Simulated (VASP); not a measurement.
# Li2ZnO2 (Pn-3m) in VASP: a series of runs

The runs below take Li2ZnO2 through single point, relaxation of cell and atoms, with PBE.

All numbers are computed with VASP 6.6.1; they aren't measurements. Logs are shortened: lines on timing, memory, paths and dates and some standing lists are left out, and cuts for length are marked.

## Step 1: The cell of the first run

The structure is cubic, space group Pn-3m (No. 224). Conventional cell: a = 4.693 Å, b = 4.693 Å, c = 4.693 Å, α = 90.00°, β = 90.00°, γ = 90.00°. Within 2.7 Å of Li (site symmetry -3m) lie 2 Zn at 2.03 Å and 6 O at 2.35 Å. Zn (site symmetry -43m) has 4 Li at 2.03 Å and 4 O at 2.03 Å within 2.7 Å. Within 2.7 Å of O (site symmetry -3m) lie 2 Zn at 2.03 Å and 6 Li at 2.35 Å.

## Step 2: Single point, PBE

The input, INCAR:

```
SYSTEM = Li2ZnO2
PREC = Accurate ; ENCUT = 520
EDIFF = 1E-7 ; ISMEAR = 0
SIGMA = 0.1 ; LREAL = .False.
LASPH = .True. ; NELM = 100
ALGO = Normal ; ISIF = 2
LWAVE = .False. ; LCHARG = .False.
GGA = PE ; NBANDS = 41
```

The input, KPOINTS:

```
regular mesh
0
Gamma
  4 4 4
  0 0 0
```

The input, POSCAR:

```
Li2ZnO2
1.0
    4.6926166272      0.0000000000      0.0000000000
    0.0000000000      4.6926166272      0.0000000000
    0.0000000000      0.0000000000      4.6926166272
Li Zn O
4 2 4
Direct
    0.2500000000      0.2500000000      0.2500000000
    0.7500000000      0.7500000000      0.2500000000
    0.7500000000      0.2500000000      0.7500000000
    0.2500000000      0.7500000000      0.7500000000
    0.0000000000      0.0000000000      0.0000000000
    0.5000000000      0.5000000000      0.5000000000
    0.7500000000      0.7500000000      0.7500000000
    0.2500000000      0.2500000000      0.7500000000
    0.2500000000      0.7500000000      0.2500000000
    0.7500000000      0.2500000000      0.2500000000
```

Potentials or basis: VASP PAW PBE potentials, release 64 (Li_sv, Zn, O).

On the command line:

```sh
$ cat potpaw_PBE.64/Li_sv/POTCAR potpaw_PBE.64/Zn/POTCAR potpaw_PBE.64/O/POTCAR > POTCAR
$ mpirun -np 1 vasp_std > vasp.out
```

OUTCAR:

```text
SYSTEM = Li2ZnO2
   PREC = Accurate
   ENCUT = 520
   EDIFF = 1E-7
   ISMEAR = 0
   LREAL = .False.
   LASPH = .True.
   NELM = 100
   ISIF = 2
   GGA = PE

 ion  position               nearest neighbor table
   1  0.250  0.250  0.250-   5 2.03   6 2.03
   2  0.750  0.750  0.250-   5 2.03   6 2.03
   3  0.750  0.250  0.750-   5 2.03   6 2.03
   4  0.250  0.750  0.750-   5 2.03   6 2.03
   5  0.000  0.000  0.000-   1 2.03   2 2.03   3 2.03   4 2.03   7 2.03   8 2.03   9 2.03  10 2.03

   6  0.500  0.500  0.500-   1 2.03   2 2.03   3 2.03   4 2.03   7 2.03   8 2.03   9 2.03  10 2.03

   7  0.750  0.750  0.750-   5 2.03   6 2.03
   8  0.250  0.250  0.750-   5 2.03   6 2.03
   9  0.250  0.750  0.250-   5 2.03   6 2.03
  10  0.750  0.250  0.250-   5 2.03   6 2.03

  LATTYP: Found a simple cubic cell.
 ALAT       =     4.6926166272

  Lattice vectors:

 A1 = (   4.6926166272,   0.0000000000,   0.0000000000)
 A2 = (   0.0000000000,   4.6926166272,   0.0000000000)
 A3 = (   0.0000000000,   0.0000000000,   4.6926166272)

Analysis of symmetry for initial positions (statically):
=====================================================================
 Subroutine PRICEL returns:
 Original cell was already a primitive cell.

 Routine SETGRP: Setting up the symmetry group for a
 simple cubic supercell.

 Subroutine GETGRP returns: Found 48 space group operations
 (whereof 24 operations were pure point group operations)
 out of a pool of 48 trial point group operations.

The static configuration has the point symmetry T_d .
 The point group associated with its full space group is O_h .

Analysis of symmetry for dynamics (positions and initial velocities):
=====================================================================
 Subroutine PRICEL returns:
 Original cell was already a primitive cell.

 Routine SETGRP: Setting up the symmetry group for a
 simple cubic supercell.

 Subroutine GETGRP returns: Found 48 space group operations
 (whereof 24 operations were pure point group operations)
 out of a pool of 48 trial point group operations.

The dynamic configuration has the point symmetry T_d .
 The point group associated with its full space group is O_h .

 Subroutine INISYM returns: Found 48 space group operations
 (whereof 24 operations are pure point group operations),
 and found     1 'primitive' translations

----------------------------------------------------------------------------------------

                                     Primitive cell

  volume of cell :     103.3345

  direct lattice vectors                    reciprocal lattice vectors
     4.692616627  0.000000000  0.000000000     0.213100724  0.000000000  0.000000000
     0.000000000  4.692616627  0.000000000     0.000000000  0.213100724  0.000000000
     0.000000000  0.000000000  4.692616627     0.000000000  0.000000000  0.213100724

  length of vectors
     4.692616627  4.692616627  4.692616627     0.213100724  0.213100724  0.213100724

  position of ions in fractional coordinates (direct lattice)
     0.250000000  0.250000000  0.250000000
     0.750000000  0.750000000  0.250000000
     0.750000000  0.250000000  0.750000000
     0.250000000  0.750000000  0.750000000
     0.000000000  0.000000000  0.000000000
     0.500000000  0.500000000  0.500000000
     0.750000000  0.750000000  0.750000000
     0.250000000  0.250000000  0.750000000
     0.250000000  0.750000000  0.250000000
     0.750000000  0.250000000  0.250000000

  ion indices of the primitive-cell ions
   primitive index   ion index
                 1           1
                 2           2
                 3           3
                 4           4
                 5           5
                 6           6
                 7           7
                 8           8
                 9           9
                10          10

----------------------------------------------------------------------------------------

 KPOINTS: regular mesh

Automatic generation of k-mesh.
 Grid dimensions read from file:
 generate k-points for:    4    4    4

 Generating k-lattice:

  Cartesian coordinates                     Fractional coordinates (reciprocal lattice)
     0.053275181  0.000000000  0.000000000     0.250000000  0.000000000  0.000000000
     0.000000000  0.053275181  0.000000000     0.000000000  0.250000000  0.000000000
     0.000000000  0.000000000  0.053275181     0.000000000  0.000000000  0.250000000

  Length of vectors
     0.053275181  0.053275181  0.053275181

  Shift w.r.t. Gamma in fractional coordinates (k-lattice)
     0.000000000  0.000000000  0.000000000

 Subroutine IBZKPT returns following result:
 ===========================================

 Found     10 irreducible k-points:

 Following reciprocal coordinates:
            Coordinates               Weight
  0.000000  0.000000  0.000000      1.000000
  0.250000  0.000000  0.000000      6.000000
  0.500000  0.000000  0.000000      3.000000
  0.250000  0.250000  0.000000     12.000000
  0.500000  0.250000  0.000000     12.000000
  0.500000  0.500000  0.000000      3.000000
  0.250000  0.250000  0.250000      8.000000
  0.500000  0.250000  0.250000     12.000000
  0.500000  0.500000  0.250000      6.000000
  0.500000  0.500000  0.500000      1.000000
   k-points           NKPTS =     10   k-points in BZ     NKDIM =     10   number of bands    NBANDS=     41
   number of dos      NEDOS =    301   number of ions     NIONS =     10
   total plane-waves  NPLWV =  46656
   dimension x,y,z NGX =    36 NGY =   36 NGZ =   36
   dimension x,y,z NGXF=    72 NGYF=   72 NGZF=   72
   ions per type =               4   2   4
   NGX,Y,Z   is equivalent  to a cutoff of  12.75, 12.75, 12.75 a.u.
   NGXF,Y,Z  is equivalent  to a cutoff of  25.51, 25.51, 25.51 a.u.
 SYSTEM =  Li2ZnO2
   PREC   = accura    normal or accurate (medium, high low for compatibility)
   ISTART =      0    job   : 0-new  1-cont  2-samecut
   ICHARG =      2    charge: 1-file 2-atom 10-const
   ISPIN  =      1    spin polarized calculation?
   LNONCOLLINEAR =      F non collinear calculations
   LSORBIT =      F    spin-orbit coupling
   LASPH  =      T    aspherical Exc in radial PAW
   ENCUT  =  520.0 eV  38.22 Ry    6.18 a.u.   8.73  8.73  8.73*2*pi/ulx,y,z
   NELM   =    100;   NELMIN=  2; NELMDL= -5     # of ELM steps
   EDIFF  = 0.1E-06   stopping-criterion for ELM
   LREAL  =      F    real-space projection
   EDIFFG = 0.1E-05   stopping-criterion for IOM
   NSW    =      0    number of steps for IOM
   IBRION =     -1    ionic relax: 0-MD 1-quasi-New 2-CG
   NFREE  =      0    steps in history (QN), initial steepest desc. (CG)
   ISIF   =      2    stress and relaxation
   ISYM   =      2    0-nonsym 1-usesym 2-fastsym
   POTIM  = 0.5000    time-step for ionic-motion
   TEBEG  =    0.0;   TEEND  =   0.0 temperature during run
   PSTRESS=    0.0 pullay stress
   NELECT =      60.0000    total number of electrons
   NUPDOWN=      -1.0000    fix difference up-down
   EMIN   =  10.00;   EMAX   =-10.00  energy-range for DOS
   EFERMI =   0.00;   METHOD = LEGACY
   ISMEAR =     0;   SIGMA  =   0.10  broadening in eV -4-tet -1-fermi 0-gaus
   EFERMI_NEDOS =   21; number of points for ismear=-14 and -15
   IALGO  =     38    algorithm
   IMIX   =      4    mixing-type and parameters
     AMIX     =   0.40;   BMIX     =  1.00
     AMIX_MAG =   1.60;   BMIX_MAG =  1.00
  volume/ion in A,a.u.               =      10.33        69.73
  Fermi-wavevector in a.u.,A,eV,Ry     =   1.365768  2.580927 25.379239  1.865321
  Thomas-Fermi vector in A             =   2.491967
   LORBIT       =      0    0 simple, 1 ext, 2 COOP (PROOUT), +10 PAW based schemes
   GGA     = PE    functional components
   LHFCALC =     F    Hartree Fock is set to
   AEXX    =    0.0000 exact exchange contribution
   IVDW    =     0    specifies the selected vdW correction
   LEPSILON=     F    determine dielectric tensor
   LRPA    =     F    only Hartree local field effects (RPA)
 non-spin polarized calculation
 Gauss-broadening in eV      SIGMA  =   0.10
  energy-cutoff  :      520.00
  volume of cell :      103.33
 maximum number of plane-waves:      2809
 NGX is ok and might be reduce to    36
   NGX = 17   NGY = 17   NGZ = 17

 number of electron      59.9999920 magnetization

 Free energy of the ion-electron system (eV)
  ---------------------------------------------------
  ext. energy  EPLUGINS =         0.00000000
  ---------------------------------------------------
  free energy    TOTEN  =       -39.15452632 eV

  energy without entropy =      -39.15452632  energy(sigma->0) =      -39.15452632

 E-fermi :   1.5089     XC(G=0): -10.0615

 val. band max:        1.0405948665   @ k =   0.0000   0.0000   0.0000
 cond. band min:       2.2997687712   @ k =   0.5000   0.5000   0.5000
 fundamental gap:      1.2591739047
 Fermi energy:         1.5088501602

 k-point     1 :       0.0000    0.0000    0.0000
  band No.  band energies     occupation
      1     -43.8791      2.00000
      2     -43.8668      2.00000
      3     -43.8668      2.00000
      4     -43.8668      2.00000
      5     -15.5210      2.00000
      6     -14.8228      2.00000
[... 33 lines left out ...]
     40      11.3333      0.00000
     41      11.3333      0.00000

 k-point     2 :       0.2500    0.0000    0.0000
  band No.  band energies     occupation
      1     -43.8771      2.00000
      2     -43.8686      2.00000
      3     -43.8669      2.00000
      4     -43.8669      2.00000
      5     -15.4332      2.00000
      6     -14.9423      2.00000
[... 341 lines left out ...]
     40      11.3036      0.00000
     41      11.3036      0.00000

 k-point    10 :       0.5000    0.5000    0.5000
  band No.  band energies     occupation
      1     -43.8714      2.00000
      2     -43.8692      2.00000
      3     -43.8692      2.00000
      4     -43.8692      2.00000
      5     -15.1687      2.00000
      6     -14.9991      2.00000
[... 33 lines left out ...]
     40      11.0943      0.00000
     41      11.0943      0.00000

------------------------ aborting loop because EDIFF is reached ----------------------------------------

  FORCE on cell =-STRESS in cart. coord.  units (eV):
  Direction    XX          YY          ZZ          XY          YZ          ZX
  --------------------------------------------------------------------------------------
  -------------------------------------------------------------------------------------
  Total        0.2678715      0.2678715      0.2678715     -0.0000000      0.0000000     -0.0000000
  in kB        4.1532858      4.1532858      4.1532858     -0.0000000      0.0000000     -0.0000000
  external PRESSURE =       4.1532858 kB  Pullay stress =       0.0000000 kB

 VOLUME and BASIS-vectors are now :
 -----------------------------------------------------------------------------
  energy-cutoff  :      520.00
  volume of cell :      103.33
      direct lattice vectors                 reciprocal lattice vectors
     4.692616627  0.000000000  0.000000000     0.213100724  0.000000000  0.000000000
     0.000000000  4.692616627  0.000000000     0.000000000  0.213100724  0.000000000
     0.000000000  0.000000000  4.692616627     0.000000000  0.000000000  0.213100724

 POSITION                                       TOTAL-FORCE (eV/Angst)
 -----------------------------------------------------------------------------------
      1.17315      1.17315      1.17315        -0.000000      0.000000     -0.000000
      3.51946      3.51946      1.17315         0.000000     -0.000000     -0.000000
      3.51946      1.17315      3.51946        -0.000000     -0.000000      0.000000
      1.17315      3.51946      3.51946         0.000000      0.000000     -0.000000
      0.00000      0.00000      0.00000         0.000000     -0.000000     -0.000000
      2.34631      2.34631      2.34631        -0.000000      0.000000     -0.000000
      3.51946      3.51946      3.51946         0.000000     -0.000000     -0.000000
      1.17315      1.17315      3.51946        -0.000000      0.000000      0.000000
      1.17315      3.51946      1.17315         0.000000     -0.000000      0.000000
      3.51946      1.17315      1.17315         0.000000     -0.000000      0.000000
 -----------------------------------------------------------------------------------
    total drift:                                0.000000     -0.000000      0.000000

  FREE ENERGIE OF THE ION-ELECTRON SYSTEM (eV)
  ---------------------------------------------------
  free  energy   TOTEN  =       -39.1545263155 eV

  energy  without entropy=      -39.1545263155  energy(sigma->0) =      -39.15452632
```

Run time: 33 s. Hardware: 1 thread of AMD EPYC 9R45 (Zen 5), shared host; peak memory 0.18 GiB.

What came out:

| Property | Result |
| --- | --- |
| Free energy | -39.1545 eV |
| Band gap on the k mesh | 1.26 eV (least direct gap 1.35 eV) |

Caveat: the cutoff is under 1.25 times the usual one of these potentials, so pressure, stress and relaxed cells hold a basis-set (Pulay) error. A k mesh can miss the band edges.

## Step 3: Single point, PBE

The input, INCAR:

```
ALGO     = Normal         # electronic algorithm
EDIFF    = 1E-6           # SCF threshold, eV
ENCUT    = 520            # plane-wave cutoff, eV
GGA      = PE             # functional
ISIF     = 2              # what is computed and relaxed
ISMEAR   = 0              # smearing method
LASPH    = True           # aspherical terms in the spheres
LCHARG   = False          # write CHGCAR
LREAL    = False          # projectors in reciprocal space
LWAVE    = False          # write WAVECAR
NBANDS   = 41             # bands
NELM     = 80             # most SCF steps
PREC     = Accurate       # precision mode
SIGMA    = 0.02           # smearing width, eV
```

The input, KPOINTS:

```
k-points
0
Gamma
  6 6 6
```

POSCAR is that of step 2.

Potentials or basis: VASP PAW PBE potentials, release 64 (Li_sv, Zn, O).

On the command line:

```sh
$ cat potpaw_PBE.64/Li_sv/POTCAR potpaw_PBE.64/Zn/POTCAR potpaw_PBE.64/O/POTCAR > POTCAR
$ mpirun -np 1 vasp_std > vasp.out
```

It took 52 s on 1 thread of AMD EPYC 9R45 (Zen 5), shared host; peak memory 0.2 GiB.

The run converged. Its results:

```
Free energy            : -39.1559 eV
Band gap on the k mesh : 1.26 eV (least direct gap 1.35 eV)
```

Levels at points of the mesh, in eV from the valence-band top:
```
           k point  band 27  band 28  band 29  band 30  band 31  band 32  band 33  band 34
(0.00, 0.00, 0.00)    -0.98     0.00     0.00     0.00     1.57     7.09     7.37     7.37
(0.50, 0.00, 0.00)    -0.68    -0.68    -0.61    -0.61     4.48     4.48     7.91     7.91
(0.50, 0.50, 0.00)    -0.59    -0.59    -0.20    -0.20     3.97     3.97     6.91     6.91
(0.50, 0.50, 0.50)    -0.30    -0.30    -0.09    -0.09     1.26     5.21     5.21     5.21
```

Caveat: the cutoff is under 1.25 times the usual one of these potentials, so pressure, stress and relaxed cells hold a basis-set (Pulay) error.

## Step 4: Relaxation of cell and atoms, PBE

The input, INCAR:

```
SYSTEM = Li2ZnO2
PREC = Accurate
ENCUT = 600
EDIFF = 1E-6
ISMEAR = 0
SIGMA = 0.02
LREAL = .False.
LASPH = .True.
NELM = 60
ALGO = Normal
ISIF = 3
LWAVE = .False.
LCHARG = .False.
GGA = PE
IBRION = 2
NSW = 100
EDIFFG = -0.01
```

The input, KPOINTS:

```
Automatic mesh
0
Gamma
  6 6 6
  0 0 0
```

POSCAR is that of step 3.

On the command line:

```sh
$ cat potpaw_PBE.64/Li_sv/POTCAR potpaw_PBE.64/Zn/POTCAR potpaw_PBE.64/O/POTCAR > POTCAR
$ mpirun -np 1 vasp_std > vasp.out
```

Wall time 96 s (1 thread of AMD EPYC 9R45 (Zen 5), shared host); peak memory 0.26 GiB.

Results (log left out):

* Free energy: -39.1629 eV
* Relaxed volume: 10.35 Å³/atom
* Relaxed cell: a = 4.696 Å, b = 4.696 Å, c = 4.696 Å, α = 90.00°, β = 90.00°, γ = 90.00°
* Space group after relaxing (to 0.1 Å): Pn-3m (No. 224)
* Energy gained by relaxing: 0.0 meV/atom
* Ionic steps: 2
* Pressure after relaxing: 0.1 GPa
* Band gap on the k mesh: 1.25 eV (least direct gap 1.34 eV)

Step by step:
```tsv
step	energy change (eV)	largest force (eV/Å)	pressure (GPa)	volume (Å³)
1	0.0000	0.0000	0.22	103.33
2	-0.0002	0.0000	0.09	103.54
```

Final structure:
```
Li Zn O
1.0
     4.69576    0.00000    0.00000
     0.00000    4.69576    0.00000
     0.00000    0.00000    4.69576
Li Zn O
4 2 4
Cartesian
  1.1739 1.1739 1.1739
  3.5218 3.5218 1.1739
  3.5218 1.1739 3.5218
  1.1739 3.5218 3.5218
  4.6958 4.6958 0.0000
  2.3479 2.3479 2.3479
  3.5218 3.5218 3.5218
  1.1739 1.1739 3.5218
  1.1739 3.5218 1.1739
  3.5218 1.1739 1.1739
```

Levels at points of the mesh, in eV from the valence-band top:
```csv
k point,band 28,band 29,band 30,band 31,band 32,band 33
"(0.00, 0.00, 0.00)",0.00,0.00,0.00,1.56,7.08,7.36
"(0.50, 0.00, 0.00)",-0.67,-0.60,-0.60,4.47,4.47,7.90
"(0.50, 0.50, 0.00)",-0.59,-0.20,-0.20,3.96,3.96,6.89
"(0.50, 0.50, 0.50)",-0.30,-0.09,-0.09,1.25,5.21,5.21
```

Caveat: the cutoff is under 1.25 times the usual one of these potentials, so pressure, stress and relaxed cells hold a basis-set (Pulay) error.

## Step 5: Summary

```tsv
task	cell	k mesh	cutoff (eV)	smearing	gap on the mesh (eV)
single point	as given	4 × 4 × 4	520	gaussian 0.1 eV	1.26
single point	as given	6 × 6 × 6	520	gaussian 0.02 eV	1.26
relaxation of cell and atoms	relaxed	6 × 6 × 6	600	gaussian 0.02 eV	1.25
```

Alike in all rows: level PBE; potentials or basis VASP PAW PBE potentials, release 64 (Li_sv, Zn, O); no spin polarisation.

Caveats: the cutoff is under 1.25 times the usual one of these potentials, so pressure, stress and relaxed cells hold a basis-set (Pulay) error.

Absolute energies hang on the potentials; compare differences alone.
